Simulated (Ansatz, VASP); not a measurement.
## Mg: VASP beside Ansatz

```
Mg
1.0
    -1.79880    1.79880    1.77524
     1.79880   -1.79880    1.77524
     1.79880    1.79880   -1.77524
Mg
1
Direct
  0.00000 0.00000 0.00000
```

Alike in both runs: task single point; functional PBE; k mesh 20 × 20 × 20; occupations gaussian, width 0.15 eV; no spin polarisation.

|  | VASP | Ansatz |
| --- | --- | --- |
| version | VASP 6.6.1 | Ansatz 0.2.0 |
| potentials or method | VASP PAW PBE potentials, release 64 (Mg), cutoff 520 eV | scalar-relativistic, plane waves, PAW |
| valence electrons in the cell | 2 | 10 |

VASP gave:

- gap on the k mesh at the Fermi level (eV): none
- pressure (GPa): -0.2

Which values does Ansatz return?

gap on the k mesh at the Fermi level (eV): none; pressure (GPa): -0.1.

A gap of «none» marks a metal or a gap that the smearing closes. With one functional, cell and mesh, what is left measures potentials, basis and numerics. VASP's potentials hold 2 valence electrons a cell and Ansatz's 10, so a difference there can come from the potentials and not from the codes.
